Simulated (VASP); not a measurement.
# Te (P4/mmm) in VASP: notebook

Runs on Te. Level: PBE. Tasks: single point, relaxation of shape and atoms at fixed volume.

Everything below comes from runs of VASP 6.6.1. Logs are shortened: lines on timing, memory, paths and dates and some standing lists are left out, and cuts for length are marked.

### 1 The cell of the first run

It takes space group P4/mmm (No. 123, tetragonal). Conventional cell: a = 3.279 Å, b = 3.279 Å, c = 3.233 Å, α = 90.00°, β = 90.00°, γ = 90.00°. Within 4.3 Å of Te (site symmetry 4/mmm) lie 6 Te at 3.23 to 3.28 Å.

This isn't the form of Te at room conditions, which is trigonal, of chains.

### 2 Single point, PBE (34.75 Å³/atom)

File INCAR:

```
  PREC = Accurate
  ENCUT = 520
  EDIFF = 1E-6
  ISMEAR = 0
  SIGMA = 0.1
  LREAL = F
  LASPH = T
  NELM = 80
  ALGO = Normal
  ISIF = 2
  LWAVE = F
  LCHARG = F
  GGA = PE
  NBANDS = 9
```

File KPOINTS:

```
Automatic mesh
0
Gamma
  16 16 18
```

File POSCAR:

```
Te
1.0
    3.2786150948      0.0000000000      0.0000000000
    0.0000000000      3.2786150948      0.0000000000
    0.0000000000      0.0000000000      3.2325905453
Te
1
Direct
    0.5000000000      0.5000000000      0.5000000000
```

Potentials or basis: VASP PAW PBE potentials, release 64 (Te).

The run is started by

```sh
cat potpaw_PBE.64/Te/POTCAR > POTCAR
mpirun -np 1 vasp_std > vasp.out
```

OUTCAR:

```text
PREC = Accurate
   ENCUT = 520
   EDIFF = 1E-6
   ISMEAR = 0
   LREAL = F
   LASPH = T
   NELM = 80
   ISIF = 2
   GGA = PE

 ion  position               nearest neighbor table
   1  0.500  0.500  0.500-

  LATTYP: Found a simple tetragonal cell.
 ALAT       =     3.2786150948
 C/A-ratio  =     0.9859621980

  Lattice vectors:

 A1 = (   3.2786150948,   0.0000000000,   0.0000000000)
 A2 = (   0.0000000000,   3.2786150948,   0.0000000000)
 A3 = (   0.0000000000,   0.0000000000,   3.2325905453)

Analysis of symmetry for initial positions (statically):
=====================================================================
 Subroutine PRICEL returns:
 Original cell was already a primitive cell.

 Routine SETGRP: Setting up the symmetry group for a
 simple tetragonal supercell.

 Subroutine GETGRP returns: Found 16 space group operations
 (whereof 16 operations were pure point group operations)
 out of a pool of 16 trial point group operations.

The static configuration has the point symmetry D_4h.

Analysis of symmetry for dynamics (positions and initial velocities):
=====================================================================
 Subroutine PRICEL returns:
 Original cell was already a primitive cell.

 Routine SETGRP: Setting up the symmetry group for a
 simple tetragonal supercell.

 Subroutine GETGRP returns: Found 16 space group operations
 (whereof 16 operations were pure point group operations)
 out of a pool of 16 trial point group operations.

The dynamic configuration has the point symmetry D_4h.

 Subroutine INISYM returns: Found 16 space group operations
 (whereof 16 operations are pure point group operations),
 and found     1 'primitive' translations

----------------------------------------------------------------------------------------

                                     Primitive cell

  volume of cell :      34.7481

  direct lattice vectors                    reciprocal lattice vectors
     3.278615095  0.000000000  0.000000000     0.305006831  0.000000000  0.000000000
     0.000000000  3.278615095  0.000000000     0.000000000  0.305006831  0.000000000
     0.000000000  0.000000000  3.232590545     0.000000000  0.000000000  0.309349417

  length of vectors
     3.278615095  3.278615095  3.232590545     0.305006831  0.305006831  0.309349417

  position of ions in fractional coordinates (direct lattice)
     0.500000000  0.500000000  0.500000000

  ion indices of the primitive-cell ions
   primitive index   ion index
                 1           1

----------------------------------------------------------------------------------------

 KPOINTS: Automatic mesh

Automatic generation of k-mesh.
 Grid dimensions read from file:
 generate k-points for:   16   16   18

 Generating k-lattice:

  Cartesian coordinates                     Fractional coordinates (reciprocal lattice)
     0.019062927  0.000000000  0.000000000     0.062500000  0.000000000  0.000000000
     0.000000000  0.019062927  0.000000000     0.000000000  0.062500000  0.000000000
     0.000000000  0.000000000  0.017186079     0.000000000  0.000000000  0.055555556

  Length of vectors
     0.019062927  0.019062927  0.017186079

  Shift w.r.t. Gamma in fractional coordinates (k-lattice)
     0.000000000  0.000000000  0.000000000

 Subroutine IBZKPT returns following result:
 ===========================================

 Found    450 irreducible k-points:

 Following reciprocal coordinates:
            Coordinates               Weight
  0.000000  0.000000  0.000000      1.000000
  0.062500  0.000000  0.000000      4.000000
  0.125000  0.000000  0.000000      4.000000
  0.187500  0.000000  0.000000      4.000000
  0.250000  0.000000  0.000000      4.000000
  0.312500  0.000000  0.000000      4.000000
[... 16 lines left out ...]
  0.437500  0.125000  0.000000      8.000000
  0.500000  0.125000  0.000000      4.000000
 [... further k-points ...]
   k-points           NKPTS =    450   k-points in BZ     NKDIM =    450   number of bands    NBANDS=      9
   number of dos      NEDOS =    301   number of ions     NIONS =      1
   total plane-waves  NPLWV =  13824
   dimension x,y,z NGX =    24 NGY =   24 NGZ =   24
   dimension x,y,z NGXF=    48 NGYF=   48 NGZF=   48
   ions per type =               1
   NGX,Y,Z   is equivalent  to a cutoff of  12.17, 12.17, 12.34 a.u.
   NGXF,Y,Z  is equivalent  to a cutoff of  24.34, 24.34, 24.69 a.u.
 SYSTEM =  unknown system
   PREC   = accura    normal or accurate (medium, high low for compatibility)
   ISTART =      0    job   : 0-new  1-cont  2-samecut
   ICHARG =      2    charge: 1-file 2-atom 10-const
   ISPIN  =      1    spin polarized calculation?
   LNONCOLLINEAR =      F non collinear calculations
   LSORBIT =      F    spin-orbit coupling
   LASPH  =      T    aspherical Exc in radial PAW
   ENCUT  =  520.0 eV  38.22 Ry    6.18 a.u.   6.10  6.10  6.01*2*pi/ulx,y,z
   NELM   =     80;   NELMIN=  2; NELMDL= -5     # of ELM steps
   EDIFF  = 0.1E-05   stopping-criterion for ELM
   LREAL  =      F    real-space projection
   EDIFFG = 0.1E-04   stopping-criterion for IOM
   NSW    =      0    number of steps for IOM
   IBRION =     -1    ionic relax: 0-MD 1-quasi-New 2-CG
   NFREE  =      0    steps in history (QN), initial steepest desc. (CG)
   ISIF   =      2    stress and relaxation
   ISYM   =      2    0-nonsym 1-usesym 2-fastsym
   POTIM  = 0.5000    time-step for ionic-motion
   TEBEG  =    0.0;   TEEND  =   0.0 temperature during run
   PSTRESS=    0.0 pullay stress
   NELECT =       6.0000    total number of electrons
   NUPDOWN=      -1.0000    fix difference up-down
   EMIN   =  10.00;   EMAX   =-10.00  energy-range for DOS
   EFERMI =   0.00;   METHOD = LEGACY
   ISMEAR =     0;   SIGMA  =   0.10  broadening in eV -4-tet -1-fermi 0-gaus
   EFERMI_NEDOS =   21; number of points for ismear=-14 and -15
   IALGO  =     38    algorithm
   IMIX   =      4    mixing-type and parameters
     AMIX     =   0.40;   BMIX     =  1.00
     AMIX_MAG =   1.60;   BMIX_MAG =  1.00
  volume/ion in A,a.u.               =      34.75       234.49
  Fermi-wavevector in a.u.,A,eV,Ry     =   0.911622  1.722716 11.307182  0.831054
  Thomas-Fermi vector in A             =   2.035923
   LORBIT       =      0    0 simple, 1 ext, 2 COOP (PROOUT), +10 PAW based schemes
   GGA     = PE    functional components
   LHFCALC =     F    Hartree Fock is set to
   AEXX    =    0.0000 exact exchange contribution
   IVDW    =     0    specifies the selected vdW correction
   LEPSILON=     F    determine dielectric tensor
   LRPA    =     F    only Hartree local field effects (RPA)
 non-spin polarized calculation
 Gauss-broadening in eV      SIGMA  =   0.10
  energy-cutoff  :      520.00
  volume of cell :       34.75
 maximum number of plane-waves:       954
   NGX = 13   NGY = 13   NGZ = 13

 number of electron       6.0000000 magnetization

 Free energy of the ion-electron system (eV)
  ---------------------------------------------------
  ext. energy  EPLUGINS =         0.00000000
  ---------------------------------------------------
  free energy    TOTEN  =        -3.08434183 eV

  energy without entropy =       -3.08151063  energy(sigma->0) =       -3.08292623

 E-fermi :   5.6469     XC(G=0):  -9.0197

 val. band max:        5.6410040153   @ k =   0.0625   0.0000   0.1111
 cond. band min:       5.6575773376   @ k =   0.1250   0.0625   0.2222
 fundamental gap:      0.0165733223
 Fermi energy:         5.6468726210

 k-point     1 :       0.0000    0.0000    0.0000
  band No.  band energies     occupation
      1      -7.4963      2.00000
      2       6.6789      0.00000
      3       6.6789      0.00000
      4       6.9768      0.00000
      5      11.7194      0.00000
      6      11.7243      0.00000
      7      12.0471      0.00000
      8      22.4930      0.00000
      9      22.7409      0.00000

 k-point     2 :       0.0625    0.0000    0.0000
  band No.  band energies     occupation
      1      -7.4551      2.00000
      2       6.1913      0.00000
      3       6.7155      0.00000
      4       7.0133      0.00000
      5      11.7642      0.00000
      6      12.0618      0.00000
      7      12.3325      0.00000
      8      21.5680      0.00000
      9      21.8482      0.00000

 k-point     3 :       0.1250    0.0000    0.0000
  band No.  band energies     occupation
      1      -7.3334      2.00000
      2       5.1260      2.00000
      3       6.8223      0.00000
      4       7.1199      0.00000
      5      11.8905      0.00000
      6      12.2111      0.00000
      7      13.6550      0.00000
      8      20.3569      0.00000
      9      20.6520      0.00000

 k-point     4 :       0.1875    0.0000    0.0000
  band No.  band energies     occupation
      1      -7.1383      2.00000
      2       3.9246      2.00000
      3       6.9901      0.00000
      4       7.2874      0.00000
      5      12.0959      0.00000
      6      12.4392      0.00000
      7      15.2713      0.00000
      8      19.2194      0.00000
      9      19.5241      0.00000
[... 205 lines left out ...]
 k-point    22 :       0.3750    0.1250    0.0000
  band No.  band energies     occupation
      1      -6.1462      2.00000
      2       1.0878      2.00000
      3       6.2001      0.00000
      4       8.0813      0.00000
      5      13.3627      0.00000
      6      13.7735      0.00000
      7      15.5442      0.00000
      8      17.1401      0.00000
      9      17.5664      0.00000

 k-point    23 :       0.4375    0.1250    0.0000
  band No.  band energies     occupation
      1      -5.9291      2.00000
      2       0.5454      2.00000
      3       6.3827      0.00000
      4       8.2337      0.00000
      5      13.1234      0.00000
      6      14.0065      0.00000
      7      15.7801      0.00000
      8      16.7168      0.00000
      9      16.9034      0.00000

 k-point    24 :       0.5000    0.1250    0.0000
  band No.  band energies     occupation
      1      -5.8462      2.00000
      2       0.3533      2.00000
      3       6.4511      0.00000
      4       8.2895      0.00000
      5      13.0007      0.00000
      6      14.1450      0.00000
      7      15.9605      0.00000
      8      16.5644      0.00000
      9      16.5704      0.00000

 [... further k-points ...]
[... 5 lines left out ...]
  --------------------------------------------------------------------------------------
  -------------------------------------------------------------------------------------
  Total       -0.5525432     -0.5525432     -0.5774699      0.0000000      0.0000000      0.0000000
  in kB      -25.4768240    -25.4768240    -26.6261503      0.0000000      0.0000000      0.0000000
  external PRESSURE =     -25.8599328 kB  Pullay stress =       0.0000000 kB

 VOLUME and BASIS-vectors are now :
 -----------------------------------------------------------------------------
  energy-cutoff  :      520.00
  volume of cell :       34.75
      direct lattice vectors                 reciprocal lattice vectors
     3.278615095  0.000000000  0.000000000     0.305006831  0.000000000  0.000000000
     0.000000000  3.278615095  0.000000000     0.000000000  0.305006831  0.000000000
     0.000000000  0.000000000  3.232590545     0.000000000  0.000000000  0.309349417

 POSITION                                       TOTAL-FORCE (eV/Angst)
 -----------------------------------------------------------------------------------
      1.63931      1.63931      1.61630         0.000000      0.000000      0.000000
 -----------------------------------------------------------------------------------
    total drift:                               -0.000000     -0.000000     -0.000000

  FREE ENERGIE OF THE ION-ELECTRON SYSTEM (eV)
  ---------------------------------------------------
  free  energy   TOTEN  =        -3.0843418328 eV

  energy  without entropy=       -3.0815106334  energy(sigma->0) =       -3.08292623
```

Run time: 82 s. Hardware: 1 thread of Intel Xeon 8259CL, shared host; peak memory 0.25 GiB.

What came out:

- Free energy: -3.0843 eV
- Pressure: -2.6 GPa
- Band gap on the k mesh: zero (bands 3 and 4 overlap by 5.03 eV)

Stress tensor (GPa, compression positive):
```
-2.55  0.00  0.00
 0.00 -2.55  0.00
 0.00  0.00 -2.66
```

Levels at points of the mesh, in eV from the Fermi level:
| k point | band 1 | band 2 | band 3 | band 4 | band 5 | band 6 |
| --- | --- | --- | --- | --- | --- | --- |
| (0.00, 0.00, 0.00) | -13.14 | 1.03 | 1.03 | 1.33 | 6.07 | 6.08 |
| (0.50, 0.00, 0.00) | -11.66 | -5.45 | 2.21 | 2.50 | 7.78 | 9.09 |
| (0.50, 0.50, 0.00) | -10.16 | -4.05 | -4.05 | 2.50 | 3.62 | 10.55 |
| (0.00, 0.00, 0.50) | -11.52 | -5.53 | 2.32 | 2.32 | 7.84 | 9.06 |
| (0.50, 0.00, 0.50) | -10.01 | -4.14 | -3.94 | 2.51 | 3.44 | 10.47 |
| (0.50, 0.50, 0.50) | -8.44 | -2.89 | -2.66 | -2.66 | 4.63 | 4.63 |

Caveat: spin-orbit coupling is left out, which moves the levels of the heavy elements.

(Continued in part 2 of 2.)
